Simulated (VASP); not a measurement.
Input of a VASP 6.6.1 run:

INCAR

```
ALGO = Normal
EDIFF = 1E-6
ENCUT = 520
GGA = PE
ISIF = 2
ISMEAR = 0
ISPIN = 2
LASPH = True
LCHARG = False
LMAXMIX = 4
LORBIT = 11
LREAL = Auto
LUSENCCL = False
LWAVE = False
MAGMOM = 0.75 0.75 0.75 0.75 0.75 0.75 0.75 0.75 0.75 0.75 0.75 0.75 0.75 0.75 0.75
NBANDS = 92
NELM = 150
PREC = Accurate
SIGMA = 0.1
```

KPOINTS

```
k-points
0
Gamma
  5 5 5
```

The input POSCAR:

```
Ni
1.0
    3.5184795946      3.5184795946      3.5184795946
   -3.5184795946     -3.5184795946      3.5184795946
    3.5184795946     -3.5184795946     -3.5184795946
Ni
15
Direct
    0.2483004089      0.0016995911      0.7500000000
    0.0000000000      0.4983004089      0.5016995911
    0.2483004089      0.2500000000      0.5016995911
    0.5033991823      0.0016995911      0.5016995911
    0.5000000000      0.7500000000      0.7500000000
    0.7516995911      0.4983004089      0.7500000000
    0.0000000000      0.0016995911     -0.0016995911
    0.0000000000      0.7500000000      0.2500000000
    0.2483004089      0.4983004089      0.2466008177
    0.5000000000      0.2500000000      0.2500000000
    0.7516995911      0.0016995911      0.2533991823
    0.7516995911      0.7533991823      0.5016995911
    0.2483004089      0.7466008177     -0.0016995911
    0.4966008177      0.4983004089     -0.0016995911
    0.7516995911      0.2500000000     -0.0016995911
```

Potentials or basis: VASP PAW PBE potentials, release 64 (Ni).

The run is started by

```sh
$ cat potpaw_PBE.64/Ni/POTCAR > POTCAR
$ mpirun -np 1 vasp_std > vasp.out
```

(1) Predict the site moments.

(2) What does it give for the net moment?

(3) Predict the pressure.

## Answers

(1) Ni +0.66, +0.64 (each value once) μB.

(2) 9.56 μB per cell.

(3) -3.8 GPa.

Caveat: the cell differs from its parent crystal (atoms taken out, then relaxed in part).
